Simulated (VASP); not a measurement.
# SbP (F-43m) in VASP: a series of runs

Runs on SbP. Level: PBE. Tasks: single point.

All numbers are computed with VASP 6.6.1; they aren't measurements. Logs are shortened: lines on timing, memory, paths and dates and some standing lists are left out, and cuts for length are marked.

**1. The cell of the first run**

The structure is cubic, space group F-43m (No. 216). Conventional cell: a = 5.820 Å, b = 5.820 Å, c = 5.820 Å, α = 90.00°, β = 90.00°, γ = 90.00°. Sb (site symmetry -43m) has 4 P at 2.52 Å within 3.3 Å. Within 3.3 Å of P (site symmetry -43m) lie 4 Sb at 2.52 Å.

**2. Single point, PBE**

The input, INCAR:

```
PREC = Accurate
ENCUT = 500
EDIFF = 1E-6
ISMEAR = 0
SIGMA = 0.05
LREAL = False
LASPH = True
NELM = 120
ALGO = Normal
ISIF = 2
LWAVE = False
LCHARG = True
GGA = PE
LELF = True
LVHAR = True
NBANDS = 12
GGA_COMPAT = False
```

The input, KPOINTS:

```
regular mesh
0
Gamma
  6 6 6
```

The input, POSCAR:

```
SbP
1.0
    0.0000000000      2.9101917669      2.9101917669
    2.9101917669      0.0000000000      2.9101917669
    2.9101917669      2.9101917669      0.0000000000
Sb P
1 1
Direct
    0.0000000000      0.0000000000      0.0000000000
    0.2500000000      0.2500000000      0.2500000000
```

Potentials or basis: VASP PAW PBE potentials, release 64 (Sb, P).

The run is started by

```bash
cat potpaw_PBE.64/Sb/POTCAR potpaw_PBE.64/P/POTCAR > POTCAR
mpirun -np 1 vasp_std > vasp.out
```

OUTCAR:

```text
PREC = Accurate
   ENCUT = 500
   EDIFF = 1E-6
   ISMEAR = 0
   LREAL = False
   LASPH = True
   NELM = 120
   ISIF = 2
   GGA = PE

 ion  position               nearest neighbor table
   1  0.000  0.000  0.000-   2 2.52   2 2.52   2 2.52   2 2.52
   2  0.250  0.250  0.250-   1 2.52   1 2.52   1 2.52   1 2.52

  LATTYP: Found a face centered cubic cell.
 ALAT       =     5.8203835338

  Lattice vectors:

 A1 = (   0.0000000000,   2.9101917669,   2.9101917669)
 A2 = (   2.9101917669,   0.0000000000,   2.9101917669)
 A3 = (   2.9101917669,   2.9101917669,   0.0000000000)

Analysis of symmetry for initial positions (statically):
=====================================================================
 Subroutine PRICEL returns:
 Original cell was already a primitive cell.

 Routine SETGRP: Setting up the symmetry group for a
 face centered cubic supercell.

 Subroutine GETGRP returns: Found 24 space group operations
 (whereof 24 operations were pure point group operations)
 out of a pool of 48 trial point group operations.

The static configuration has the point symmetry T_d .

Analysis of symmetry for dynamics (positions and initial velocities):
=====================================================================
 Subroutine PRICEL returns:
 Original cell was already a primitive cell.

 Routine SETGRP: Setting up the symmetry group for a
 face centered cubic supercell.

 Subroutine GETGRP returns: Found 24 space group operations
 (whereof 24 operations were pure point group operations)
 out of a pool of 48 trial point group operations.

The dynamic configuration has the point symmetry T_d .

 Subroutine INISYM returns: Found 24 space group operations
 (whereof 24 operations are pure point group operations),
 and found     1 'primitive' translations

----------------------------------------------------------------------------------------

                                     Primitive cell

  volume of cell :      49.2941

  direct lattice vectors                    reciprocal lattice vectors
     0.000000000  2.910191767  2.910191767    -0.171809984  0.171809984  0.171809984
     2.910191767  0.000000000  2.910191767     0.171809984 -0.171809984  0.171809984
     2.910191767  2.910191767  0.000000000     0.171809984  0.171809984 -0.171809984

  length of vectors
     4.115632666  4.115632666  4.115632666     0.297583621  0.297583621  0.297583621

  position of ions in fractional coordinates (direct lattice)
     0.000000000  0.000000000  0.000000000
     0.250000000  0.250000000  0.250000000

  ion indices of the primitive-cell ions
   primitive index   ion index
                 1           1
                 2           2

----------------------------------------------------------------------------------------

 KPOINTS: regular mesh

Automatic generation of k-mesh.
 Grid dimensions read from file:
 generate k-points for:    6    6    6

 Generating k-lattice:

  Cartesian coordinates                     Fractional coordinates (reciprocal lattice)
    -0.028634997  0.028634997  0.028634997     0.166666667  0.000000000  0.000000000
     0.028634997 -0.028634997  0.028634997     0.000000000  0.166666667  0.000000000
     0.028634997  0.028634997 -0.028634997     0.000000000  0.000000000  0.166666667

  Length of vectors
     0.049597270  0.049597270  0.049597270

  Shift w.r.t. Gamma in fractional coordinates (k-lattice)
     0.000000000  0.000000000  0.000000000

 Subroutine IBZKPT returns following result:
 ===========================================

 Found     16 irreducible k-points:

 Following reciprocal coordinates:
            Coordinates               Weight
  0.000000  0.000000  0.000000      1.000000
  0.166667  0.000000  0.000000      8.000000
  0.333333  0.000000  0.000000      8.000000
  0.500000  0.000000  0.000000      4.000000
  0.166667  0.166667  0.000000      6.000000
  0.333333  0.166667  0.000000     24.000000
[... 8 lines left out ...]
 -0.333333  0.333333  0.166667     24.000000
 -0.333333  0.500000  0.166667     12.000000
   k-points           NKPTS =     16   k-points in BZ     NKDIM =     16   number of bands    NBANDS=     12
   number of dos      NEDOS =    301   number of ions     NIONS =      2
   total plane-waves  NPLWV =  27000
   dimension x,y,z NGX =    30 NGY =   30 NGZ =   30
   dimension x,y,z NGXF=    60 NGYF=   60 NGZF=   60
   ions per type =               1   1
   NGX,Y,Z   is equivalent  to a cutoff of  12.12, 12.12, 12.12 a.u.
   NGXF,Y,Z  is equivalent  to a cutoff of  24.24, 24.24, 24.24 a.u.
 SYSTEM =  unknown system
   PREC   = accura    normal or accurate (medium, high low for compatibility)
   ISTART =      0    job   : 0-new  1-cont  2-samecut
   ICHARG =      2    charge: 1-file 2-atom 10-const
   ISPIN  =      1    spin polarized calculation?
   LNONCOLLINEAR =      F non collinear calculations
   LSORBIT =      F    spin-orbit coupling
   LASPH  =      T    aspherical Exc in radial PAW
   ENCUT  =  500.0 eV  36.75 Ry    6.06 a.u.   7.50  7.50  7.50*2*pi/ulx,y,z
   NELM   =    120;   NELMIN=  2; NELMDL= -5     # of ELM steps
   EDIFF  = 0.1E-05   stopping-criterion for ELM
   LREAL  =      F    real-space projection
   EDIFFG = 0.1E-04   stopping-criterion for IOM
   NSW    =      0    number of steps for IOM
   IBRION =     -1    ionic relax: 0-MD 1-quasi-New 2-CG
   NFREE  =      0    steps in history (QN), initial steepest desc. (CG)
   ISIF   =      2    stress and relaxation
   ISYM   =      2    0-nonsym 1-usesym 2-fastsym
   POTIM  = 0.5000    time-step for ionic-motion
   TEBEG  =    0.0;   TEEND  =   0.0 temperature during run
   PSTRESS=    0.0 pullay stress
   NELECT =      10.0000    total number of electrons
   NUPDOWN=      -1.0000    fix difference up-down
   EMIN   =  10.00;   EMAX   =-10.00  energy-range for DOS
   EFERMI =   0.00;   METHOD = LEGACY
   ISMEAR =     0;   SIGMA  =   0.05  broadening in eV -4-tet -1-fermi 0-gaus
   EFERMI_NEDOS =   21; number of points for ismear=-14 and -15
   IALGO  =     38    algorithm
   IMIX   =      4    mixing-type and parameters
     AMIX     =   0.40;   BMIX     =  1.00
     AMIX_MAG =   1.60;   BMIX_MAG =  1.00
  volume/ion in A,a.u.               =      24.65       166.33
  Fermi-wavevector in a.u.,A,eV,Ry     =   0.961929  1.817783 12.589583  0.925308
  Thomas-Fermi vector in A             =   2.091344
   LORBIT       =      0    0 simple, 1 ext, 2 COOP (PROOUT), +10 PAW based schemes
   GGA     = PE    functional components
   LHFCALC =     F    Hartree Fock is set to
   AEXX    =    0.0000 exact exchange contribution
   IVDW    =     0    specifies the selected vdW correction
   LEPSILON=     F    determine dielectric tensor
   LRPA    =     F    only Hartree local field effects (RPA)
 non-spin polarized calculation
 Gauss-broadening in eV      SIGMA  =   0.05
  energy-cutoff  :      500.00
  volume of cell :       49.29
 maximum number of plane-waves:      1272
   NGX = 15   NGY = 15   NGZ = 15

 number of electron      10.0000000 magnetization

 Free energy of the ion-electron system (eV)
  ---------------------------------------------------
  ext. energy  EPLUGINS =         0.00000000
  ---------------------------------------------------
  free energy    TOTEN  =        -7.97106949 eV

  energy without entropy =       -7.96195613  energy(sigma->0) =       -7.96651281

 E-fermi :   7.5804     XC(G=0):  -9.5283

 val. band max:        7.5728569047   @ k =   0.0000   0.0000   0.0000
 cond. band min:       7.6035655524   @ k =  -0.3333   0.5000   0.1667
 fundamental gap:      0.0307086476
 Fermi energy:         7.5803800988

 k-point     1 :       0.0000    0.0000    0.0000
  band No.  band energies     occupation
      1      -7.3077      2.00000
      2       3.7679      2.00000
      3       4.4961      2.00000
      4       4.4961      2.00000
      5       4.4961      2.00000
      6       7.5729      1.16851
      7       7.5729      1.16851
      8       7.5729      1.16851
      9      12.2722      0.00000
     10      13.9534      0.00000
     11      13.9534      0.00000
     12      16.0085      0.00000

 k-point     2 :       0.1667    0.0000    0.0000
  band No.  band energies     occupation
      1      -7.0097      2.00000
      2       1.4402      2.00000
      3       4.1241      2.00000
      4       4.1241      2.00000
      5       5.4167      2.00000
      6       8.1077      0.00000
      7       8.1077      0.00000
      8       8.5060      0.00000
      9      13.2497      0.00000
     10      13.2497      0.00000
     11      13.4120      0.00000
     12      15.4103      0.00000

 k-point     3 :       0.3333    0.0000    0.0000
  band No.  band energies     occupation
      1      -6.2027      2.00000
      2      -1.0466      2.00000
      3       3.6033      2.00000
      4       3.6033      2.00000
      5       5.1270      2.00000
      6       8.6845      0.00000
      7       8.6845      0.00000
      8      10.8772      0.00000
      9      13.4781      0.00000
     10      13.6533      0.00000
     11      13.6533      0.00000
     12      17.2406      0.00000

 k-point     4 :       0.5000    0.0000    0.0000
  band No.  band energies     occupation
      1      -5.5402      2.00000
      2      -2.3031      2.00000
      3       3.4002      2.00000
      4       3.4002      2.00000
      5       4.9435      2.00000
      6       8.7583      0.00000
      7       8.7583      0.00000
      8      12.0821      0.00000
      9      14.2418      0.00000
     10      15.3130      0.00000
     11      15.3130      0.00000
     12      15.8308      0.00000

 k-point     5 :       0.1667    0.1667    0.0000
  band No.  band energies     occupation
      1      -6.9064      2.00000
      2       1.2811      2.00000
      3       3.5668      2.00000
      4       3.5668      2.00000
      5       6.6477      2.00000
      6       6.8540      2.00000
      7       8.9726      0.00000
      8       8.9726      0.00000
      9      12.0230      0.00000
     10      13.9692      0.00000
     11      14.3095      0.00000
     12      16.8374      0.00000
[... 108 lines left out ...]
      1      -4.2486      2.00000
      2      -3.3972      2.00000
      3       2.0858      2.00000
      4       2.0858      2.00000
      5       5.9838      2.00000
      6       6.2941      2.00000
      7      13.2388      0.00000
      8      13.2388      0.00000
      9      14.1995      0.00000
     10      16.2575      0.00000
     11      16.3830      0.00000
     12      16.3830      0.00000

 k-point    14 :       0.5000    0.3333    0.1667
  band No.  band energies     occupation
      1      -5.4609      2.00000
      2      -1.8574      2.00000
      3       1.6749      2.00000
      4       2.6481      2.00000
      5       7.5395      1.75283
      6       7.8018      0.00000
      7       9.4477      0.00000
      8      11.2707      0.00000
      9      13.1560      0.00000
     10      14.8165      0.00000
     11      16.3341      0.00000
     12      17.4412      0.00000

 k-point    15 :      -0.3333    0.3333    0.1667
  band No.  band energies     occupation
      1      -4.7663      2.00000
      2      -2.7710      2.00000
      3       1.2980      2.00000
      4       2.3132      2.00000
      5       7.5725      1.17632
      6       8.6529      0.00000
      7      10.0206      0.00000
      8      11.2789      0.00000
      9      12.4268      0.00000
     10      15.5564      0.00000
     11      15.8652      0.00000
     12      17.3863      0.00000

 k-point    16 :      -0.3333    0.5000    0.1667
  band No.  band energies     occupation
      1      -4.2093      2.00000
      2      -3.3523      2.00000
      3       1.6121      2.00000
      4       1.6654      2.00000
      5       7.6036      0.51196
      6       7.6723      0.00932
      7      10.8645      0.00000
      8      11.2475      0.00000
      9      14.2189      0.00000
     10      15.2617      0.00000
     11      16.5947      0.00000
     12      16.7162      0.00000

------------------------ aborting loop because EDIFF is reached ----------------------------------------

  FORCE on cell =-STRESS in cart. coord.  units (eV):
  Direction    XX          YY          ZZ          XY          YZ          ZX
  --------------------------------------------------------------------------------------
  -------------------------------------------------------------------------------------
  Total        5.2174883      5.2174883      5.2174883     -0.0000000     -0.0000000      0.0000000
  in kB      169.5810219    169.5810219    169.5810219     -0.0000000     -0.0000000      0.0000000
  external PRESSURE =     169.5810219 kB  Pullay stress =       0.0000000 kB

 VOLUME and BASIS-vectors are now :
 -----------------------------------------------------------------------------
  energy-cutoff  :      500.00
  volume of cell :       49.29
      direct lattice vectors                 reciprocal lattice vectors
     0.000000000  2.910191767  2.910191767    -0.171809984  0.171809984  0.171809984
     2.910191767  0.000000000  2.910191767     0.171809984 -0.171809984  0.171809984
     2.910191767  2.910191767  0.000000000     0.171809984  0.171809984 -0.171809984

 POSITION                                       TOTAL-FORCE (eV/Angst)
 -----------------------------------------------------------------------------------
      0.00000      0.00000      0.00000         0.000000      0.000000      0.000000
      1.45510      1.45510      1.45510        -0.000000     -0.000000     -0.000000
 -----------------------------------------------------------------------------------
    total drift:                                0.000000      0.000000      0.000000

  FREE ENERGIE OF THE ION-ELECTRON SYSTEM (eV)
  ---------------------------------------------------
  free  energy   TOTEN  =        -7.9710694943 eV

  energy  without entropy=       -7.9619561257  energy(sigma->0) =       -7.96651281
```

Run time: 20 s. Hardware: 1 thread of Intel Xeon 8259CL, shared host; peak memory 0.17 GiB.

What came out:

| Property | Result |
| --- | --- |
| Free energy | -7.9711 eV |
| Pressure | 17.0 GPa |
| Band gap on the k mesh | zero (bands 5 and 6 overlap by 1.31 eV) |

Caveat: the cell stands under pressure; spin-orbit coupling is left out, which moves the levels of the heavy elements.

**3. Single point, PBE**

This run uses another cell than the first one, of 28.09 Å³/atom.

The input, INCAR:

```
SYSTEM = SbP
ALGO = Normal
EDIFF = 1E-6
ENCUT = 500
GGA = PE
GGA_COMPAT = .FALSE.
ISIF = 2
ISMEAR = 0
LASPH = .TRUE.
LCHARG = .TRUE.
LELF = .TRUE.
LREAL = .FALSE.
LVHAR = .TRUE.
LWAVE = .FALSE.
NBANDS = 12
NELM = 120
PREC = Accurate
SIGMA = 0.05
```

The input, KPOINTS:

```
k-points
0
G
  6 6 6
  0 0 0
```

The input, POSCAR:

```
SbP
1.0
    0.0000000000      3.0398284438      3.0398284438
    3.0398284438      0.0000000000      3.0398284438
    3.0398284438      3.0398284438      0.0000000000
Sb P
1 1
Direct
    0.0000000000      0.0000000000      0.0000000000
    0.2500000000      0.2500000000      0.2500000000
```

Potentials or basis: VASP PAW PBE potentials, release 64 (Sb, P).

The run is started by

```bash
cat potpaw_PBE.64/Sb/POTCAR potpaw_PBE.64/P/POTCAR > POTCAR
mpirun -np 1 vasp_std > vasp.out
```

Wall time 17 s (1 thread of Intel Xeon 8259CL, shared host); peak memory 0.17 GiB.

It converged, with:

```yaml
Free_energy: -8.4750 eV
Pressure: 6.8 GPa
Band_gap_on_the_k_mesh: zero (bands 5 and 6 overlap by 1.11 eV)
```

Levels at points of the mesh, in eV from the Fermi level:
```csv
k point,band 2,band 3,band 4,band 5,band 6,band 7,band 8,band 9
"(0.00, 0.00, 0.00)",-4.47,-2.61,-2.61,-2.61,0.29,0.29,0.29,4.69
"(0.50, 0.00, 0.00)",-9.12,-3.56,-3.56,-2.55,1.43,1.43,4.39,6.51
"(0.50, 0.50, 0.00)",-10.24,-4.69,-4.69,-1.11,-0.90,5.08,5.08,6.27
```

Caveat: the cell stands under pressure; spin-orbit coupling is left out, which moves the levels of the heavy elements.

(Part 1 of 2 ends here.)

The gap in the log of VASP goes by the Fermi energy; the results here count the filled bands.